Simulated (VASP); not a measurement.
# TlAg3Te2 (Cmmm) in VASP: electric field gradients with PBE

Aim: the electric field gradients of TlAg3Te2 with PBE.

Program: VASP 6.6.1. These are calculated values, not measurements. Logs are shortened: lines on timing, memory, paths and dates and some standing lists are left out, and cuts for length are marked.

## 1. The cell of the first run

It takes space group Cmmm (No. 65, orthorhombic). The conventional cell has a = 4.600 Å, b = 15.450 Å, c = 4.760 Å, α = 90.00°, β = 90.00°, γ = 90.00°. Within 4.0 Å of Tl (site symmetry mmm) lie 4 Te at 3.06 Å and 8 Ag at 3.31 to 3.67 Å. Ag (site symmetry mmm) has 4 Te at 3.00 Å and 4 Tl at 3.31 Å and 4 Ag at 3.72 Å within 4.0 Å. Within 4.0 Å of Ag (site symmetry m2m) lie 4 Ag at 3.05 to 3.72 Å and 6 Te at 3.44 to 3.78 Å and 2 Tl at 3.67 Å. Within 4.0 Å of Te (site symmetry m2m) lie 8 Ag at 3.00 to 3.78 Å and 2 Tl at 3.06 Å and 1 Te at 3.86 Å.

## 2. Electric field gradients, PBE

The input, INCAR:

```
SYSTEM = TlAg3Te2
ALGO     = Normal         ! electronic algorithm
EDIFF    = 1E-8           ! SCF threshold, eV
ENCUT    = 520            ! plane-wave cutoff, eV
GGA      = PE             ! functional
ISIF     = 2              ! what is computed and relaxed
ISMEAR   = -1             ! smearing method
LASPH    = .TRUE.         ! aspherical terms in the spheres
LCHARG   = .FALSE.        ! write CHGCAR
LEFG     = .TRUE.       
LREAL    = .FALSE.        ! projectors in reciprocal space
LWAVE    = .FALSE.        ! write WAVECAR
NBANDS   = 38             ! bands
NELM     = 80             ! most SCF steps
PREC     = Accurate       ! precision mode
SIGMA    = 0.03           ! smearing width, eV
```

The input, KPOINTS:

```
k-points
0
G
  7 7 7
  0 0 0
```

The input, POSCAR:

```
TlAg3Te2
1.0
    2.3000000000     -7.7250000000      0.0000000000
    2.3000000000      7.7250000000      0.0000000000
    0.0000000000      0.0000000000      4.7600000000
Tl Ag Te
1 3 2
Direct
    0.0000000000      0.0000000000      0.0000000000
    0.5000000000      0.5000000000      0.5000000000
    0.3150000000      0.6850000000      0.0000000000
    0.6850000000      0.3150000000      0.0000000000
    0.1250000000      0.8750000000      0.5000000000
    0.8750000000      0.1250000000      0.5000000000
```

Potentials or basis: VASP PAW PBE potentials, release 64 (Tl_d, Ag, Te).

Started as:

```bash
$ cat potpaw_PBE.64/Tl_d/POTCAR potpaw_PBE.64/Ag/POTCAR potpaw_PBE.64/Te/POTCAR > POTCAR
$ mpirun -np 1 vasp_std > vasp.out
```

OUTCAR:

```text
SYSTEM = TlAg3Te2
   EDIFF = 1E-8
   ENCUT = 520
   GGA = PE
   ISIF = 2
   ISMEAR = -1
   LASPH = .TRUE.
   LREAL = .FALSE.
   NELM = 80
   PREC = Accurate

 ion  position               nearest neighbor table
   1  0.000  0.000  0.000-   5 3.06   6 3.06   5 3.06   6 3.06   2 3.31   2 3.31   2 3.31   2 3.31
                             4 3.67   3 3.67   4 3.67   3 3.67
   2  0.500  0.500  0.500-   5 3.00   6 3.00   5 3.00   6 3.00   1 3.31   1 3.31   1 3.31   1 3.31

   3  0.315  0.685  0.000-   4 3.05   4 3.05   6 3.44   6 3.44   6 3.44   6 3.44   1 3.67   1 3.67

   4  0.685  0.315  0.000-   3 3.05   3 3.05   5 3.44   5 3.44   5 3.44   5 3.44   1 3.67   1 3.67

   5  0.125  0.875  0.500-   2 3.00   2 3.00   1 3.06   1 3.06   4 3.44   4 3.44   4 3.44   4 3.44

   6  0.875  0.125  0.500-   2 3.00   2 3.00   1 3.06   1 3.06   3 3.44   3 3.44   3 3.44   3 3.44

  LATTYP: Found a base centered orthorhombic cell.
 ALAT       =     4.6000000000
 B/A-ratio  =     3.3586956522
 C/A-ratio  =     1.0347826087

  Lattice vectors:

 A1 = (   2.3000000000,  -7.7250000000,   0.0000000000)
 A2 = (   2.3000000000,   7.7250000000,   0.0000000000)
 A3 = (   0.0000000000,   0.0000000000,   4.7600000000)

Analysis of symmetry for initial positions (statically):
=====================================================================
 Subroutine PRICEL returns:
 Original cell was already a primitive cell.

 Routine SETGRP: Setting up the symmetry group for a
 base centered orthorhombic supercell.

 Subroutine GETGRP returns: Found  8 space group operations
 (whereof  8 operations were pure point group operations)
 out of a pool of  8 trial point group operations.

The static configuration has the point symmetry D_2h.

Analysis of symmetry for dynamics (positions and initial velocities):
=====================================================================
 Subroutine PRICEL returns:
 Original cell was already a primitive cell.

 Routine SETGRP: Setting up the symmetry group for a
 base centered orthorhombic supercell.

 Subroutine GETGRP returns: Found  8 space group operations
 (whereof  8 operations were pure point group operations)
[... 163 lines left out ...]

 k-point     1 :       0.0000    0.0000    0.0000
  band No.  band energies     occupation
      1      -6.6718      2.00000
      2      -5.9075      2.00000
      3      -5.8181      2.00000
      4      -5.8042      2.00000
      5      -5.7725      2.00000
      6      -5.5414      2.00000
[... 973 lines left out ...]
     37      10.5549      0.00000
     38      11.0246      0.00000

 [... further k-points ...]

------------------------ aborting loop because EDIFF is reached ----------------------------------------

  FORCE on cell =-STRESS in cart. coord.  units (eV):
  Direction    XX          YY          ZZ          XY          YZ          ZX
  --------------------------------------------------------------------------------------
  -------------------------------------------------------------------------------------
  Total       -5.6246490     -0.0891172      0.2578239     -0.0000000      0.0000000      0.0000000
  in kB      -53.2773652     -0.8441293      2.4421400     -0.0000000      0.0000000      0.0000000
  external PRESSURE =     -17.2264515 kB  Pullay stress =       0.0000000 kB

 VOLUME and BASIS-vectors are now :
 -----------------------------------------------------------------------------
  energy-cutoff  :      520.00
  volume of cell :      169.15
      direct lattice vectors                 reciprocal lattice vectors
     2.300000000 -7.725000000  0.000000000     0.217391304 -0.064724919  0.000000000
     2.300000000  7.725000000  0.000000000     0.217391304  0.064724919  0.000000000
     0.000000000  0.000000000  4.760000000     0.000000000  0.000000000  0.210084034

 POSITION                                       TOTAL-FORCE (eV/Angst)
 -----------------------------------------------------------------------------------
      0.00000      0.00000      0.00000        -0.000000     -0.000000     -0.000000
      2.30000      0.00000      2.38000         0.000000     -0.000000     -0.000000
      2.30000      2.85825      0.00000        -0.000000      0.221373      0.000000
      2.30000     -2.85825      0.00000        -0.000000     -0.221373     -0.000000
      2.30000      5.79375      2.38000        -0.000000     -1.371963     -0.000000
      2.30000     -5.79375      2.38000        -0.000000      1.371963     -0.000000
 -----------------------------------------------------------------------------------
    total drift:                                0.000000      0.000000      0.000000

  FREE ENERGIE OF THE ION-ELECTRON SYSTEM (eV)
  ---------------------------------------------------
  free  energy   TOTEN  =       -15.0548058921 eV

  energy  without entropy=      -15.0434613675  energy(sigma->0) =      -15.04913363

 Electric field gradients (V/A^2)
---------------------------------------------------------------------
 ion       V_xx      V_yy      V_zz      V_xy      V_xz      V_yz
---------------------------------------------------------------------
   1     183.119   -35.174  -147.945    -0.000    -0.000     0.000
   2     -48.948   -27.847    76.795    -0.000    -0.000     0.000
   3     -11.362    13.457    -2.095     0.000     0.000    -0.000
   4     -11.362    13.457    -2.095     0.000     0.000     0.000
   5      95.271  -157.575    62.304    -0.000    -0.000    -0.000
   6      95.271  -157.575    62.304    -0.000    -0.000     0.000
---------------------------------------------------------------------

 Electric field gradients after diagonalization (V/A^2)
 (convention: |V_zz| > |V_xx| > |V_yy|)
----------------------------------------------------------------------
 ion       V_xx      V_yy      V_zz     asymmetry (V_yy - V_xx)/ V_zz
----------------------------------------------------------------------
   1    -147.945   -35.174   183.119       0.616
   2     -48.948   -27.847    76.795       0.275
   3     -11.362    -2.095    13.457       0.689
   4     -11.362    -2.095    13.457       0.689
   5      95.271    62.304  -157.575       0.209
   6      95.271    62.304  -157.575       0.209
----------------------------------------------------------------------

           NMR quadrupolar parameters

 Cq : quadrupolar parameter    Cq=e*Q*V_zz/h
 eta: asymmetry parameters     (V_yy - V_xx)/ V_zz
 Q  : nuclear electric quadrupole moment in mb (millibarn)
----------------------------------------------------------------------
 ion       Cq(MHz)       eta       Q (mb)
----------------------------------------------------------------------
   1       0.443       0.616       1.000
   2       0.186       0.275       1.000
   3       0.033       0.689       1.000
   4       0.033       0.689       1.000
   5      -0.381       0.209       1.000
   6      -0.381       0.209       1.000
----------------------------------------------------------------------
```

OSZICAR:

```text
N       E                     dE             d eps       ncg     rms          rms(c)
DAV:   1     0.326132392809E+03    0.32613E+03   -0.26989E+04  4864   0.136E+03
DAV:   2    -0.244714377647E+01   -0.32858E+03   -0.31655E+03  5290   0.289E+02
DAV:   3    -0.155059181690E+02   -0.13059E+02   -0.12879E+02  5594   0.532E+01
DAV:   4    -0.156755401055E+02   -0.16962E+00   -0.16948E+00  5574   0.616E+00
DAV:   5    -0.156774667954E+02   -0.19267E-02   -0.19266E-02  5490   0.713E-01    0.101E+01
DAV:   6    -0.150546397009E+02    0.62283E+00   -0.26615E+00  5176   0.127E+01    0.735E+00
DAV:   7    -0.150600858242E+02   -0.54461E-02   -0.29080E-01  5320   0.311E+00    0.324E+00
DAV:   8    -0.150552084992E+02    0.48773E-02   -0.15934E-02  5194   0.689E-01    0.801E-01
DAV:   9    -0.150547298558E+02    0.47864E-03   -0.35932E-03  5350   0.397E-01    0.133E-01
DAV:  10    -0.150547758359E+02   -0.45980E-04   -0.23541E-04  5244   0.786E-02    0.103E-01
DAV:  11    -0.150548038188E+02   -0.27983E-04   -0.34689E-05  5268   0.379E-02    0.329E-02
DAV:  12    -0.150548055254E+02   -0.17065E-05   -0.12308E-05  5272   0.276E-02    0.544E-03
DAV:  13    -0.150548057821E+02   -0.25674E-06   -0.12100E-06  5362   0.517E-03    0.361E-03
DAV:  14    -0.150548059534E+02   -0.17129E-06   -0.17248E-07  5242   0.220E-03    0.146E-03
DAV:  15    -0.150548059006E+02    0.52828E-07   -0.27548E-08  4240   0.136E-03    0.433E-04
DAV:  16    -0.150548058921E+02    0.84401E-08   -0.38741E-09  2660   0.457E-04
   1 F= -.15054806E+02 E0= -.15049134E+02  d E =-.113445E-01
```

It took 16 min on 1 thread of Intel Xeon 8259CL, shared host; peak memory 0.6 GiB.

Results:

```yaml
Free_energy: -15.0548 eV
Pressure: -1.7 GPa
Largest_force: 1.372 eV/Å
Band_gap_on_the_k_mesh: zero (bands 29 and 30 overlap by 0.55 eV)
Largest_electric_field_gradient_by_atom: Tl +183.1; Ag +76.8, +13.5 (each value once); Te -157.6 V/Å²
```

Forces in eV/Å, atoms in the order of the input:
```
Tl   0.000  0.000  0.000
Ag   0.000  0.000  0.000
Ag   0.000  0.221  0.000
Ag   0.000 -0.221  0.000
Te   0.000 -1.372  0.000
Te   0.000  1.372  0.000
```

Levels at points of the mesh, in eV from the Fermi level:
```
           k point  band 25  band 26  band 27  band 28  band 29  band 30  band 31  band 32  band 33  band 34
(0.00, 0.00, 0.00)    -2.19    -1.73    -0.75    -0.71    -0.62     0.19     0.44     2.53     2.82     3.49
```

Electric field gradients, principal values (V/Å²):
```
atom    least    middle  greatest (by size)
1 Tl  -35.174  -147.945             183.119
2 Ag  -27.847   -48.948              76.795
3 Ag   -2.095   -11.362              13.457
4 Ag   -2.095   -11.362              13.457
5 Te   62.304    95.271            -157.575
6 Te   62.304    95.271            -157.575
```

Caveat: the stress differs along the axes, from -5 to 0 GPa; without QUAD_EFG the Cq values of the log hold for a quadrupole moment of 1 mb, not for the nuclei; spin-orbit coupling is left out, which moves the levels of the heavy elements; forces of over 1 eV/Å act on the atoms, so gaps and moduli don't describe the material at rest.
